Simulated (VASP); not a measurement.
# SrO (I4mm) in VASP: further runs

SrO is run at these levels: r2SCAN; tasks: single point.

Program: VASP 6.6.1. These are calculated values, not measurements. Logs are shortened: lines on timing, memory, paths and dates and some standing lists are left out, and cuts for length are marked.

### 1 The cell of the first run

It takes space group I4mm (No. 107, tetragonal). Conventional cell: a = 3.634 Å, b = 3.634 Å, c = 5.140 Å, α = 90.00°, β = 90.00°, γ = 90.00°. Sr (site symmetry 4mm) has 6 O at 2.44 to 2.69 Å within 3.2 Å. Within 3.2 Å of O (site symmetry 4mm) lie 6 Sr at 2.44 to 2.69 Å.

### 2 Single point, r2SCAN

File POSCAR:

```
SrO
1.0
    0.0000000000      2.5698000000      2.5698000000
    2.5698000000      0.0000000000      2.5698000000
    2.5698000000      2.5698000000      0.0000000000
Sr O
1 1
Direct
   -0.0243209588     -0.0243209588      0.0243209588
    0.5000000000      0.5000000000      0.5000000000
```

File INCAR.step1:

```
SYSTEM = SrO
PREC = Accurate
ENCUT = 520
ISMEAR = 0
SIGMA = 0.05
LREAL = .FALSE.
LASPH = .TRUE.
NELM = 80
NBANDS = 15
GGA = PE
ALGO = Normal
EDIFF = 1E-4
LWAVE = .TRUE.
LCHARG = .FALSE.
```

File INCAR.step2:

```
SYSTEM = SrO
PREC = Accurate
ENCUT = 520
EDIFF = 1E-6
ISMEAR = 0
SIGMA = 0.05
LREAL = .FALSE.
LASPH = .TRUE.
NELM = 80
ALGO = Normal
ISIF = 2
LWAVE = .FALSE.
LCHARG = .FALSE.
METAGGA = R2SCAN
LMIXTAU = .TRUE.
NBANDS = 15
ISTART = 1
```

File KPOINTS:

```
Automatic mesh
0
G
  8 8 8
  0 0 0
```

Potentials or basis: VASP PAW PBE potentials, release 64 (Sr_sv, O).

On the command line:

```
$ cat potpaw_PBE.64/Sr_sv/POTCAR potpaw_PBE.64/O/POTCAR > POTCAR
$ cp INCAR.step1 INCAR
$ mpirun -np 1 vasp_std > vasp.out
$ cp INCAR.step2 INCAR
$ mpirun -np 1 vasp_std > vasp.out
```

OUTCAR:

```text
SYSTEM = SrO
   PREC = Accurate
   ENCUT = 520
   EDIFF = 1E-6
   ISMEAR = 0
   LREAL = .FALSE.
   LASPH = .TRUE.
   NELM = 80
   ISIF = 2
   METAGGA = R2SCAN
   ISTART = 1

 ion  position               nearest neighbor table
   1  0.976  0.976  0.024-   2 2.44   2 2.57   2 2.57   2 2.57   2 2.57   2 2.69
   2  0.500  0.500  0.500-   1 2.44   1 2.57   1 2.57   1 2.57   1 2.57   1 2.69

  LATTYP: Found a face centered cubic cell.
 ALAT       =     5.1396000000

  Lattice vectors:

 A1 = (   0.0000000000,   2.5698000000,   2.5698000000)
 A2 = (   2.5698000000,   0.0000000000,   2.5698000000)
 A3 = (   2.5698000000,   2.5698000000,   0.0000000000)

Analysis of symmetry for initial positions (statically):
=====================================================================
 Subroutine PRICEL returns:
 Original cell was already a primitive cell.

 Routine SETGRP: Setting up the symmetry group for a
 face centered cubic supercell.

 Subroutine GETGRP returns: Found  8 space group operations
 (whereof  8 operations were pure point group operations)
 out of a pool of 48 trial point group operations.

The static configuration has the point symmetry C_4v.

Analysis of symmetry for dynamics (positions and initial velocities):
=====================================================================
 Subroutine PRICEL returns:
 Original cell was already a primitive cell.

 Routine SETGRP: Setting up the symmetry group for a
 face centered cubic supercell.

 Subroutine GETGRP returns: Found  8 space group operations
 (whereof  8 operations were pure point group operations)
 out of a pool of 48 trial point group operations.

The dynamic configuration has the point symmetry C_4v.

 Subroutine INISYM returns: Found  8 space group operations
 (whereof  8 operations are pure point group operations),
 and found     1 'primitive' translations

----------------------------------------------------------------------------------------

                                     Primitive cell

  volume of cell :      33.9413

  direct lattice vectors                    reciprocal lattice vectors
     0.000000000  2.569800000  2.569800000    -0.194567671  0.194567671  0.194567671
     2.569800000  0.000000000  2.569800000     0.194567671 -0.194567671  0.194567671
     2.569800000  2.569800000  0.000000000     0.194567671  0.194567671 -0.194567671

  length of vectors
     3.634246013  3.634246013  3.634246013     0.337001091  0.337001091  0.337001091

  position of ions in fractional coordinates (direct lattice)
     0.975679041  0.975679041  0.024320959
     0.500000000  0.500000000  0.500000000

  ion indices of the primitive-cell ions
   primitive index   ion index
                 1           1
                 2           2

----------------------------------------------------------------------------------------

 KPOINTS: Automatic mesh

Automatic generation of k-mesh.
 Grid dimensions read from file:
 generate k-points for:    8    8    8

 Generating k-lattice:

  Cartesian coordinates                     Fractional coordinates (reciprocal lattice)
    -0.024320959  0.024320959  0.024320959     0.125000000  0.000000000  0.000000000
     0.024320959 -0.024320959  0.024320959     0.000000000  0.125000000  0.000000000
     0.024320959  0.024320959 -0.024320959     0.000000000  0.000000000  0.125000000

  Length of vectors
     0.042125136  0.042125136  0.042125136

  Shift w.r.t. Gamma in fractional coordinates (k-lattice)
     0.000000000  0.000000000  0.000000000

 Subroutine IBZKPT returns following result:
 ===========================================

 Found     59 irreducible k-points:

 Following reciprocal coordinates:
            Coordinates               Weight
  0.000000  0.000000  0.000000      1.000000
  0.125000  0.000000  0.000000      8.000000
  0.250000  0.000000  0.000000      8.000000
  0.375000  0.000000  0.000000      8.000000
  0.500000  0.000000  0.000000      4.000000
  0.125000  0.125000  0.000000      2.000000
[... 16 lines left out ...]
  0.000000  0.375000  0.250000     16.000000
  0.500000  0.250000  0.000000      8.000000
 [... further k-points ...]
   k-points           NKPTS =     59   k-points in BZ     NKDIM =     59   number of bands    NBANDS=     15
   number of dos      NEDOS =    301   number of ions     NIONS =      2
   total plane-waves  NPLWV =  21952
   dimension x,y,z NGX =    28 NGY =   28 NGZ =   28
   dimension x,y,z NGXF=    56 NGYF=   56 NGZF=   56
   ions per type =               1   1
   NGX,Y,Z   is equivalent  to a cutoff of  12.81, 12.81, 12.81 a.u.
   NGXF,Y,Z  is equivalent  to a cutoff of  25.62, 25.62, 25.62 a.u.
 SYSTEM =  SrO
   PREC   = accura    normal or accurate (medium, high low for compatibility)
   ISTART =      1    job   : 0-new  1-cont  2-samecut
   ICHARG =      0    charge: 1-file 2-atom 10-const
   ISPIN  =      1    spin polarized calculation?
   LNONCOLLINEAR =      F non collinear calculations
   LSORBIT =      F    spin-orbit coupling
   LASPH  =      T    aspherical Exc in radial PAW
   ENCUT  =  520.0 eV  38.22 Ry    6.18 a.u.   6.76  6.76  6.76*2*pi/ulx,y,z
   NELM   =     80;   NELMIN=  2; NELMDL=  0     # of ELM steps
   EDIFF  = 0.1E-05   stopping-criterion for ELM
   LREAL  =      F    real-space projection
   EDIFFG = 0.1E-04   stopping-criterion for IOM
   NSW    =      0    number of steps for IOM
   IBRION =     -1    ionic relax: 0-MD 1-quasi-New 2-CG
   NFREE  =      0    steps in history (QN), initial steepest desc. (CG)
   ISIF   =      2    stress and relaxation
   ISYM   =      2    0-nonsym 1-usesym 2-fastsym
   POTIM  = 0.5000    time-step for ionic-motion
   TEBEG  =    0.0;   TEEND  =   0.0 temperature during run
   PSTRESS=    0.0 pullay stress
   NELECT =      16.0000    total number of electrons
   NUPDOWN=      -1.0000    fix difference up-down
   EMIN   =  10.00;   EMAX   =-10.00  energy-range for DOS
   EFERMI =   0.00;   METHOD = LEGACY
   ISMEAR =     0;   SIGMA  =   0.05  broadening in eV -4-tet -1-fermi 0-gaus
   EFERMI_NEDOS =   21; number of points for ismear=-14 and -15
   IALGO  =     38    algorithm
   IMIX   =      4    mixing-type and parameters
     AMIX     =   0.40;   BMIX     =  1.00
     AMIX_MAG =   1.60;   BMIX_MAG =  1.00
  volume/ion in A,a.u.               =      16.97       114.52
  Fermi-wavevector in a.u.,A,eV,Ry     =   1.274106  2.407711 22.086959  1.623346
  Thomas-Fermi vector in A             =   2.406892
   LORBIT       =      0    0 simple, 1 ext, 2 COOP (PROOUT), +10 PAW based schemes
   METAGGA = R2SCAN    functional components
   LHFCALC =     F    Hartree Fock is set to
   AEXX    =    0.0000 exact exchange contribution
   IVDW    =     0    specifies the selected vdW correction
   LEPSILON=     F    determine dielectric tensor
   LRPA    =     F    only Hartree local field effects (RPA)
 non-spin polarized calculation
 Gauss-broadening in eV      SIGMA  =   0.05
  energy-cutoff  :      520.00
  volume of cell :       33.94
 maximum number of plane-waves:       941
   NGX = 13   NGY = 13   NGZ = 13

 number of electron      15.9999997 magnetization

 Free energy of the ion-electron system (eV)
  ---------------------------------------------------
  ext. energy  EPLUGINS =         0.00000000
  ---------------------------------------------------
  free energy    TOTEN  =       -27.03137603 eV

  energy without entropy =      -27.03137603  energy(sigma->0) =      -27.03137603

 E-fermi :   1.5191     XC(G=0): -10.5895

 val. band max:        1.3107647727   @ k =   0.0000   0.0000   0.0000
 cond. band min:       5.0912401312   @ k =   0.5000   0.5000   0.0000
 fundamental gap:      3.7804753585
 Fermi energy:         1.5191448671

 k-point     1 :       0.0000    0.0000    0.0000
  band No.  band energies     occupation
      1     -32.1070      2.00000
      2     -14.7241      2.00000
      3     -13.1292      2.00000
      4     -13.1292      2.00000
      5     -13.0989      2.00000
      6       1.3005      2.00000
      7       1.3005      2.00000
      8       1.3108      2.00000
      9       6.0043      0.00000
     10       8.1362      0.00000
     11       8.1980      0.00000
     12       8.1980      0.00000
     13      10.4583      0.00000
     14      10.5535      0.00000
     15      14.6405      0.00000

 k-point     2 :       0.1250    0.0000    0.0000
  band No.  band energies     occupation
      1     -32.0866      2.00000
      2     -15.0036      2.00000
      3     -13.1508      2.00000
      4     -13.1410      2.00000
      5     -12.8598      2.00000
      6       0.8631      2.00000
      7       1.1161      2.00000
      8       1.1514      2.00000
      9       6.6797      0.00000
     10       7.9834      0.00000
     11       8.4734      0.00000
     12       8.4892      0.00000
     13      10.8812      0.00000
     14      10.9763      0.00000
     15      15.6654      0.00000

 k-point     3 :       0.2500    0.0000    0.0000
  band No.  band energies     occupation
      1     -32.0370      2.00000
      2     -15.5118      2.00000
      3     -13.1772      2.00000
      4     -13.1692      2.00000
      5     -12.4765      2.00000
      6       0.0855      2.00000
      7       0.7111      2.00000
      8       0.7397      2.00000
      9       7.8378      0.00000
     10       8.2697      0.00000
     11       9.2959      0.00000
     12       9.3059      0.00000
     13      11.9222      0.00000
     14      12.0133      0.00000
     15      17.7138      0.00000

 k-point     4 :       0.3750    0.0000    0.0000
  band No.  band energies     occupation
      1     -31.9866      2.00000
      2     -15.9146      2.00000
      3     -13.2023      2.00000
      4     -13.1970      2.00000
      5     -12.2002      2.00000
      6      -0.5381      2.00000
      7       0.3506      2.00000
      8       0.3687      2.00000
      9       8.1912      0.00000
     10       9.7277      0.00000
     11      10.3383      0.00000
     12      10.3455      0.00000
     13      13.1614      0.00000
     14      13.2829      0.00000
     15      17.7175      0.00000
[... 307 lines left out ...]
 k-point    22 :       0.3750    0.2500    0.0000
  band No.  band energies     occupation
      1     -31.9756      2.00000
      2     -15.4601      2.00000
      3     -13.4024      2.00000
      4     -13.3630      2.00000
      5     -12.7790      2.00000
      6       0.1023      2.00000
      7       0.9396      2.00000
      8       1.0370      2.00000
      9       6.1460      0.00000
     10       8.9389      0.00000
     11      11.1688      0.00000
     12      11.3245      0.00000
     13      12.0669      0.00000
     14      13.1013      0.00000
     15      18.4231      0.00000

 k-point    23 :       0.0000    0.3750    0.2500
  band No.  band energies     occupation
      1     -31.9762      2.00000
      2     -15.4306      2.00000
      3     -13.4253      2.00000
      4     -13.3680      2.00000
      5     -12.7824      2.00000
      6       0.0967      2.00000
      7       0.8820      2.00000
      8       1.0662      2.00000
      9       6.2107      0.00000
     10       8.9689      0.00000
     11      11.0344      0.00000
     12      11.3557      0.00000
     13      12.1305      0.00000
     14      13.0660      0.00000
     15      18.3957      0.00000

 k-point    24 :       0.5000    0.2500    0.0000
  band No.  band energies     occupation
      1     -31.9452      2.00000
      2     -15.6060      2.00000
      3     -13.5756      2.00000
      4     -13.3544      2.00000
      5     -12.6592      2.00000
      6       0.1603      2.00000
      7       0.6181      2.00000
      8       0.7233      2.00000
      9       6.8683      0.00000
     10       9.5157      0.00000
     11      11.2191      0.00000
     12      11.6953      0.00000
     13      13.1540      0.00000
     14      14.5183      0.00000
     15      16.1872      0.00000

 [... further k-points ...]

------------------------ aborting loop because EDIFF is reached ----------------------------------------

  FORCE on cell =-STRESS in cart. coord.  units (eV):
  Direction    XX          YY          ZZ          XY          YZ          ZX
  --------------------------------------------------------------------------------------
  -------------------------------------------------------------------------------------
  Total        0.3178217      0.3178217      0.7284321      0.0000000     -0.0000000      0.0000000
  in kB       15.0025877     15.0025877     34.3852085      0.0000000     -0.0000000      0.0000000
  external PRESSURE =      21.4634613 kB  Pullay stress =       0.0000000 kB

 VOLUME and BASIS-vectors are now :
 -----------------------------------------------------------------------------
  energy-cutoff  :      520.00
  volume of cell :       33.94
      direct lattice vectors                 reciprocal lattice vectors
     0.000000000  2.569800000  2.569800000    -0.194567671  0.194567671  0.194567671
     2.569800000  0.000000000  2.569800000     0.194567671 -0.194567671  0.194567671
     2.569800000  2.569800000  0.000000000     0.194567671  0.194567671 -0.194567671

 POSITION                                       TOTAL-FORCE (eV/Angst)
 -----------------------------------------------------------------------------------
      2.56980      2.56980      5.01460         0.000000      0.000000      0.358731
      2.56980      2.56980      2.56980         0.000000      0.000000     -0.358731
 -----------------------------------------------------------------------------------
    total drift:                               -0.000000     -0.000000     -0.000589

  FREE ENERGIE OF THE ION-ELECTRON SYSTEM (eV)
  ---------------------------------------------------
  free  energy   TOTEN  =       -27.0313760349 eV

  energy  without entropy=      -27.0313760349  energy(sigma->0) =      -27.03137603
```

It took 3.9 min on 1 thread of AMD EPYC 7R13, shared host; peak memory 0.15 GiB.

Results:

```
Free energy            : -27.0314 eV
Pressure               : 2.1 GPa
Largest force          : 0.359 eV/Å
Band gap on the k mesh : 3.78 eV (least direct gap 3.84 eV)
```

Forces on the atoms (eV/Å):
```
Sr   0.000  0.000  0.359
O    0.000  0.000 -0.359
```

Stress tensor (GPa, compression positive):
```
1.50 0.00 0.00
0.00 1.50 0.00
0.00 0.00 3.44
```

Caveat: the cell differs from its parent crystal (all Sr atoms moved +0.125 Å, as atom 1 towards its neighbour atom 2 (O) at 2.570 Å); the PAW data sets were made with another functional, which shifts forces and pressure a little. A k mesh can miss the band edges.

[end of part 1 of 2]
